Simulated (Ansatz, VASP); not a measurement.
**Ta in VASP and in Ansatz**

```
CELL_PARAMETERS angstrom
-1.76046 1.64023 1.39419
1.76046 -1.64023 1.39419
1.76046 1.64023 -1.39419
ATOMIC_POSITIONS crystal
Ta 0.00000 0.00000 0.00000
```

Change from the starting cell: normal strain along x +0.0733, normal strain along z -0.1500.

Alike in both runs: task single point; functional PBEsol; k mesh 20 × 20 × 20; occupations gaussian, width 0.15 eV; no spin polarisation.

```csv
,VASP,Ansatz
version,VASP 6.6.1,Ansatz 0.2.0
potentials or method,"VASP PAW PBE potentials, release 64 (Ta_pv), cutoff 520 eV","scalar-relativistic, plane waves, PAW"
valence electrons in the cell,11,13
```

VASP gave:

```
gap on the k mesh at the Fermi level (eV)                     : none
pressure (GPa)                                                : 28.1
traceless stress, the component that is largest in VASP (GPa) : 17.15
```

**Question.** Which values does Ansatz return?

**Answer.** gap on the k mesh at the Fermi level (eV): none; pressure (GPa): 27.5; traceless stress, the component that is largest in VASP (GPa): 17.06.

VASP's potentials were made for PBE, not for PBEsol, and Ansatz warns of the same on its side. A gap of «none» marks a metal or a gap that the smearing closes. With one functional, cell and mesh, what is left measures potentials, basis and numerics. VASP's potentials hold 11 valence electrons a cell and Ansatz's 13, so a difference there can come from the potentials and not from the codes.

Spin-orbit coupling is off throughout.
